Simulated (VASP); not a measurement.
# Re (P6/mmm) in VASP: a series of runs, part 2 of 2

VASP 6.6.1. Earlier steps stand in the parts before.

## 4. Single point, revPBE (volume scaled by 0.92)

INCAR

```
SYSTEM = Re
  ALGO = Normal
  EDIFF = 1E-6
  ENCUT = 500
  GGA = RE
  GGA_COMPAT = .False.
  ISIF = 2
  ISMEAR = -1
  LASPH = .True.
  LCHARG = .False.
  LREAL = .False.
  LWAVE = .False.
  NBANDS = 30
  NELM = 120
  PREC = Accurate
  SIGMA = 0.1
```

KPOINTS

```
k-points
0
Gamma
  9 9 13
  0 0 0
```

POSCAR

```
Re
1.0
    4.2709868528      0.0000000000      0.0000000000
   -2.1354934264      3.6987831137      0.0000000000
    0.0000000000      0.0000000000      2.6765419817
Re
3
Direct
    0.0000000000      0.0000000000      1.0000000000
    0.3333333333      0.6666666667      0.5000000000
    0.6666666667      0.3333333333      0.5000000000
```

Potentials or basis: VASP PAW PBE potentials, release 64 (Re_sv_GW).

Run with:

```
$ cat potpaw_PBE.64/Re_sv_GW/POTCAR > POTCAR
$ mpirun -np 1 vasp_std > vasp.out
```

OUTCAR:

```text
SYSTEM = Re
   EDIFF = 1E-6
   ENCUT = 500
   GGA = RE
   ISIF = 2
   ISMEAR = -1
   LASPH = .True.
   LREAL = .False.
   NELM = 120
   PREC = Accurate

 ion  position               nearest neighbor table
   1  0.000  0.000  0.000-   2 2.81   3 2.81   2 2.81   3 2.81   2 2.81   2 2.81   3 2.81   3 2.81
                             3 2.81   3 2.81   2 2.81   2 2.81
   2  0.333  0.667  0.500-   3 2.47   3 2.47   3 2.47   1 2.81   1 2.81   1 2.81   1 2.81   1 2.81
                             1 2.81
   3  0.667  0.333  0.500-   2 2.47   2 2.47   2 2.47   1 2.81   1 2.81   1 2.81   1 2.81   1 2.81
                             1 2.81

  LATTYP: Found a hexagonal cell.
 ALAT       =     4.2709868528
 C/A-ratio  =     0.6266799861

  Lattice vectors:

 A1 = (   4.2709868528,   0.0000000000,   0.0000000000)
 A2 = (  -2.1354934264,   3.6987831137,   0.0000000000)
 A3 = (   0.0000000000,   0.0000000000,   2.6765419817)

Analysis of symmetry for initial positions (statically):
=====================================================================
 Subroutine PRICEL returns:
 Original cell was already a primitive cell.

 Routine SETGRP: Setting up the symmetry group for a
 hexagonal supercell.

 Subroutine GETGRP returns: Found 24 space group operations
 (whereof 24 operations were pure point group operations)
 out of a pool of 24 trial point group operations.

The static configuration has the point symmetry D_6h.

Analysis of symmetry for dynamics (positions and initial velocities):
=====================================================================
 Subroutine PRICEL returns:
 Original cell was already a primitive cell.

 Routine SETGRP: Setting up the symmetry group for a
 hexagonal supercell.

 Subroutine GETGRP returns: Found 24 space group operations
 (whereof 24 operations were pure point group operations)
 out of a pool of 24 trial point group operations.
[... 118 lines left out ...]
   ISMEAR =    -1;   SIGMA  =   0.10  broadening in eV -4-tet -1-fermi 0-gaus
   EFERMI_NEDOS =   21; number of points for ismear=-14 and -15
   IALGO  =     38    algorithm
   IMIX   =      4    mixing-type and parameters
     AMIX     =   0.40;   BMIX     =  1.00
     AMIX_MAG =   1.60;   BMIX_MAG =  1.00
  volume/ion in A,a.u.               =      14.09        95.11
  Fermi-wavevector in a.u.,A,eV,Ry     =   1.671444  3.158572 38.010958  2.793727
  Thomas-Fermi vector in A             =   2.756766
   LORBIT       =      0    0 simple, 1 ext, 2 COOP (PROOUT), +10 PAW based schemes
   GGA     = RE    functional components
   LHFCALC =     F    Hartree Fock is set to
   AEXX    =    0.0000 exact exchange contribution
   IVDW    =     0    specifies the selected vdW correction
   LEPSILON=     F    determine dielectric tensor
   LRPA    =     F    only Hartree local field effects (RPA)
 non-spin polarized calculation
  energy-cutoff  :      500.00
  volume of cell :       42.28
 maximum number of plane-waves:      1095
 NGX is ok and might be reduce to    32
   NGX = 15   NGY = 15   NGZ =  9

 number of electron      45.0000004 magnetization

 Free energy of the ion-electron system (eV)
  ---------------------------------------------------
  ext. energy  EPLUGINS =         0.00000000
  ---------------------------------------------------
  free energy    TOTEN  =       -39.76298884 eV

  energy without entropy =      -39.69667662  energy(sigma->0) =      -39.72983273

 E-fermi :  13.9214     XC(G=0): -14.4320

 val. band max:       13.9202686377   @ k =   0.0000   0.0000   0.0000
 cond. band min:      13.9310717672   @ k =   0.1111   0.0000   0.2308
 fundamental gap:      0.0108031295
 Fermi energy:        13.9214430299

 k-point     1 :       0.0000    0.0000    0.0000
  band No.  band energies     occupation
      1     -65.9770      2.00000
      2     -65.8354      2.00000
      3     -65.7100      2.00000
      4     -28.3694      2.00000
      5     -28.3694      2.00000
      6     -27.9569      2.00000
[... 781 lines left out ...]
     29      17.7975      0.00000
     30      18.4017      0.00000

 [... further k-points ...]

------------------------ aborting loop because EDIFF is reached ----------------------------------------

  FORCE on cell =-STRESS in cart. coord.  units (eV):
  Direction    XX          YY          ZZ          XY          YZ          ZX
  --------------------------------------------------------------------------------------
  -------------------------------------------------------------------------------------
  Total        8.6636342      8.6636342      7.3324608      0.0000000     -0.0000000      0.0000000
  in kB      328.2838566    328.2838566    277.8428174      0.0000000     -0.0000000      0.0000000
  external PRESSURE =     311.4701768 kB  Pullay stress =       0.0000000 kB

 VOLUME and BASIS-vectors are now :
 -----------------------------------------------------------------------------
  energy-cutoff  :      500.00
  volume of cell :       42.28
      direct lattice vectors                 reciprocal lattice vectors
     4.270986853  0.000000000  0.000000000     0.234137925  0.135179594  0.000000000
    -2.135493426  3.698783114  0.000000000     0.000000000  0.270359188  0.000000000
     0.000000000  0.000000000  2.676541982     0.000000000  0.000000000  0.373616408

 POSITION                                       TOTAL-FORCE (eV/Angst)
 -----------------------------------------------------------------------------------
      0.00000      0.00000      0.00000        -0.000000      0.000000      0.000000
     -0.00000      2.46586      1.33827        -0.000000      0.000000      0.000000
      2.13549      1.23293      1.33827         0.000000     -0.000000     -0.000000
 -----------------------------------------------------------------------------------
    total drift:                               -0.000000      0.000000      0.000000

  FREE ENERGIE OF THE ION-ELECTRON SYSTEM (eV)
  ---------------------------------------------------
  free  energy   TOTEN  =       -39.7629888373 eV

  energy  without entropy=      -39.6966766244  energy(sigma->0) =      -39.72983273
```

stdout:

```text
POSCAR found type information on POSCAR Re
 POSCAR found :  1 types and       3 ions
 scaLAPACK will be used
 -----------------------------------------------------------------------------
|                                                                             |
|                                                                             |
|     You enforced a specific xc type in the INCAR file but a different       |
|     I HOPE YOU KNOW WHAT YOU ARE DOING!                                     |
|                                                                             |
 -----------------------------------------------------------------------------

 LDA part: xc-table for (Slater+PW92), standard interpolation
 POSCAR, INCAR and KPOINTS ok, starting setup
 FFT: planning ... GRIDC
 FFT: planning ... GRID_SOFT
 FFT: planning ... GRID
 WAVECAR not read
 entering main loop
```

Run time: 36 s. Hardware: 1 thread of Intel Xeon 6975P-C (Granite Rapids), shared host; peak memory 0.21 GiB.

Results:

* Free energy: -39.7630 eV
* Pressure: 31.1 GPa

Stress tensor (GPa, compression positive):
```
32.83  0.00  0.00
 0.00 32.83  0.00
 0.00  0.00 27.78
```

Caveat: the PAW data sets were made with another functional, which shifts forces and pressure a little; spin-orbit coupling is left out, which moves the levels of the heavy elements.

## 5. Single point, revPBE

INCAR

```
PREC = Accurate ; ENCUT = 500
EDIFF = 1E-6 ; ISMEAR = -1
SIGMA = 0.1 ; LREAL = False
LASPH = True ; NELM = 120
ALGO = Normal ; ISIF = 2
LWAVE = False ; LCHARG = False
GGA = RE ; NBANDS = 30
GGA_COMPAT = False
```

KPOINTS

```
regular mesh
0
Gamma
  9 9 13
```

POSCAR

```
Re
1.0
    4.3913591619      0.0000000000      0.0000000000
   -2.1956795809      3.8030285913      0.0000000000
    0.0000000000      0.0000000000      2.7519768987
Re
3
Direct
    0.0000000000      0.0000000000      1.0000000000
    0.3333333333      0.6666666667      0.5000000000
    0.6666666667      0.3333333333      0.5000000000
```

Run with:

```
$ cat potpaw_PBE.64/Re_sv_GW/POTCAR > POTCAR
$ mpirun -np 1 vasp_std > vasp.out
```

Wall time 69 s (1 thread of Intel Xeon Platinum 8259CL at 2.50GHz (Skylake/Cascade Lake), shared host); peak memory 0.22 GiB.

The run converged. Its results:

```yaml
Free_energy: -40.1263 eV
Pressure: -2.7 GPa
```

Stress tensor (GPa, compression positive):
```
-2.34  0.00  0.00
 0.00 -2.34  0.00
 0.00  0.00 -3.32
```

Levels at points of the mesh, in eV from the Fermi level:
```csv
k point,band 20,band 21,band 22,band 23,band 24,band 25
"(0.00, 0.00, 0.00)",-1.83,-0.76,-0.76,0.05,0.05,0.10
```

Caveat: the PAW data sets were made with another functional, which shifts forces and pressure a little; spin-orbit coupling is left out, which moves the levels of the heavy elements.

## 6. The runs side by side

```csv
potentials or basis,cell,k mesh,cutoff (eV),second run,gap on the mesh (eV),pressure (GPa)
"VASP PAW PBE potentials, release 64 (Re)","a = 4.391, b = 4.391, c = 2.752 Å, angles 90.0, 90.0, 120.0°, 3 atoms",11 × 11 × 15,520,-,none,-0.9
"VASP PAW PBE potentials, release 64 (Re_sv_GW)","a = 4.505, b = 4.505, c = 2.823 Å, angles 90.0, 90.0, 120.0°, 3 atoms",9 × 9 × 13,500,valence_matched,none,-24.3
"VASP PAW PBE potentials, release 64 (Re_sv_GW)","a = 4.271, b = 4.271, c = 2.677 Å, angles 90.0, 90.0, 120.0°, 3 atoms",9 × 9 × 13,500,valence_matched,none,31.1
"VASP PAW PBE potentials, release 64 (Re_sv_GW)","a = 4.391, b = 4.391, c = 2.752 Å, angles 90.0, 90.0, 120.0°, 3 atoms",9 × 9 × 13,500,valence_matched,none,-2.7
```

Alike in all rows: task single point; level revPBE; no spin polarisation; smearing fermi-dirac 0.1 eV.

Caveats: the PAW data sets were made with another functional, which shifts forces and pressure a little; spin-orbit coupling is left out, which moves the levels of the heavy elements.

Total energies depend on the potentials used, so only differences within one code and one set of settings carry meaning.
